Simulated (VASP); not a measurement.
Input of a VASP 6.6.1 run:

File POSCAR:

```
AlN
1.0
    2.1784270000     -2.1784270000      0.0000000000
    0.0000000000      0.0000000000      4.3568530000
   -2.1941910000     -2.1941910000      0.0000000000
Al N
2 2
Direct
    0.0000000000      0.0005220000      0.0000000000
    0.5000000000      0.5005220000      0.5000000000
    0.0000000000      0.2494780000      0.5000000000
    0.5000000000      0.7494780000      0.0000000000
```

File INCAR.step1:

```
SYSTEM = AlN
PREC = Accurate ; ENCUT = 580
ISMEAR = -1 ; SIGMA = 0.05
LREAL = .False. ; LASPH = .True.
NELM = 120 ; NBANDS = 16
GGA = PE ; ALGO = Normal
EDIFF = 1E-5 ; LWAVE = .True.
LCHARG = .False. ; GGA_COMPAT = .False.
```

File INCAR.step2:

```
SYSTEM = AlN
PREC = Accurate ; ENCUT = 580
EDIFF = 1E-6 ; ISMEAR = -1
SIGMA = 0.05 ; LREAL = .False.
LASPH = .True. ; NELM = 120
ALGO = Normal ; ISIF = 2
LWAVE = .False. ; LCHARG = .True.
METAGGA = R2SCAN ; LMIXTAU = .True.
LELF = .True. ; LVHAR = .True.
NBANDS = 16 ; ISTART = 1
GGA_COMPAT = .False.
```

File KPOINTS:

```
Automatic mesh
0
Gamma
  4 3 4
  0 0 0
```

Potentials or basis: VASP PAW PBE potentials, release 64 (Al, N).

Run with:

```bash
$ cat potpaw_PBE.64/Al/POTCAR potpaw_PBE.64/N/POTCAR > POTCAR
$ cp INCAR.step1 INCAR
$ mpirun -np 1 vasp_std > vasp.out
$ cp INCAR.step2 INCAR
$ mpirun -np 1 vasp_std > vasp.out
```

Q: Estimate the pressure.

A: 0.0 GPa.

Q: What does it give for the band gap on the k mesh?

A: 3.89 eV.

Q: What does it give for the largest force?

A: 0.006 eV/Å.

Forces in eV/Å, atoms in the order of the input:
```
Al   0.000  0.000 -0.006
Al   0.000  0.000 -0.006
N    0.000  0.000  0.006
N    0.000  0.000  0.006
```

Caveat: the k points lie up to 0.51 Å⁻¹ apart; the PAW data sets were made with another functional, which shifts forces and pressure a little.
